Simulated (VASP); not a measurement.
Crystal: Cr.

```
Cr
1.0
     0.00000    2.52977    2.52977
     2.52977    0.00000    2.52977
     2.52977    2.52977    0.00000
Cr
2
Direct
  0.12500 0.12500 0.12500
  0.87500 0.87500 0.87500
```

```yaml
Program: VASP 6.6.1
Task: relaxation of cell and atoms
Functional: BLYP
Potentials_or_basis: VASP PAW PBE potentials, release 64 (Cr_pv)
Cutoff: 600 eV
k_mesh: 11 × 11 × 11
Occupations: fermi-dirac, width 0.1 eV
Spin: no spin polarisation
```

At the start: pressure 7.5 GPa; volume 16.19 Å³/atom.

Q: Where does the relaxation end?

A: Over 3 steps the energy falls by 26.3 meV/atom and the volume is 17.38 Å³/atom (+7.3 %); space group Fd-3m (No. 227, to 0.05 Å).

Step by step:
| step | energy change (eV) | largest force (eV/Å) | pressure (GPa) | volume (Å³) |
| --- | --- | --- | --- | --- |
| 1 | 0.0000 | 0.0000 | 7.49 | 32.38 |
| 2 | -0.0392 | 0.0000 | -3.18 | 36.06 |
| 3 | -0.0525 | 0.0000 | -0.02 | 34.76 |

Final structure:
```yaml
crystal:
  lattice:
    - [0.00000, 2.59019, 2.59019]
    - [2.59019, 0.00000, 2.59019]
    - [2.59019, 2.59019, 0.00000]
  atoms:
    - { symbol: Cr, position: [0.12500, 0.12500, 0.12500] }
    - { symbol: Cr, position: [0.87500, 0.87500, 0.87500] }
```

Caveat: the PAW data sets were made with another functional, which shifts forces and pressure a little; the run has no spin polarisation, though such a crystal can be magnetic.
